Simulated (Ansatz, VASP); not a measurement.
This is a calculation of Y for VASP 6.6.1.

The input INCAR:

```
SYSTEM = Y
ALGO = Normal
EDIFF = 1E-6
EDIFFG = -0.01
ENCUT = 600
GGA = PE
IBRION = 2
ISIF = 3
ISMEAR = -1
LASPH = .TRUE.
LCHARG = .FALSE.
LREAL = .FALSE.
LWAVE = .FALSE.
NELM = 100
NSW = 60
PREC = Accurate
SIGMA = 0.05
```

The input KPOINTS:

```
k-points
0
G
  9 9 9
  0 0 0
```

Contents of POSCAR:

```
Y
1.0
    0.0000000000      2.5519910612      2.5519910612
    2.5519910612      0.0000000000      2.5519910612
    2.5519910612      2.5519910612      0.0000000000
Y
1
Direct
    0.0000000000      0.0000000000      0.0000000000
```

Potentials or basis: VASP PAW PBE potentials, release 64 (Y_sv).

Run with:

```sh
$ cat potpaw_PBE.64/Y_sv/POTCAR > POTCAR
$ mpirun -np 1 vasp_std > vasp.out
```

Q: Translate it to Ansatz 0.2.0. Potentials there: Ansatz PAW.

A: As run (the cutoff follows the program's own potentials):

The input input.yaml:

```yaml
crystal:
  lattice:
    - [0.0, 2.5519910612, 2.5519910612]
    - [2.5519910612, 0.0, 2.5519910612]
    - [2.5519910612, 2.5519910612, 0.0]
  atoms:
    - { symbol: "Y", position: [0.0, 0.0, 0.0] }
hamiltonian:
  xc: pbe
  pseudopotentials: { kind: paw }
kpoints:
  mp_grid: { grid: [9, 9, 9] }
scf:
  occupations: { method: fermi_dirac, width: 0.05 }
output:
  forces: true
  stress: true
  eigenvalues: true
relax:
  f_tol: 0.01
  max_steps: 40
  cell: { stress_tol: 0.05 }
```

Potentials or basis: Ansatz PAW.

Command:

```console
$ ansatz run input.yaml --threads 2 --pin off --max-ram 5632MiB --backend cpu --events-out ev --progress --plain --runs-dir out
```

Both were run:

|  | VASP | Ansatz | Ansatz less VASP |
| --- | --- | --- | --- |
| gap on the k mesh at the Fermi level, each at its own relaxed structure (eV) | none | none | - |
| relaxed volume (Å³/atom) | 32.44 | 32.52 | +0.083 |
| relaxed cell length with the largest relative difference (Å) | 3.580 | 3.583 | +0.0031 |

A gap of «none» marks a metal or a gap that the smearing closes.

Noted on Ansatz's run: the plane-wave basis is chosen anew once the cell has moved, so the energies of steps on either side of that aren't comparable.
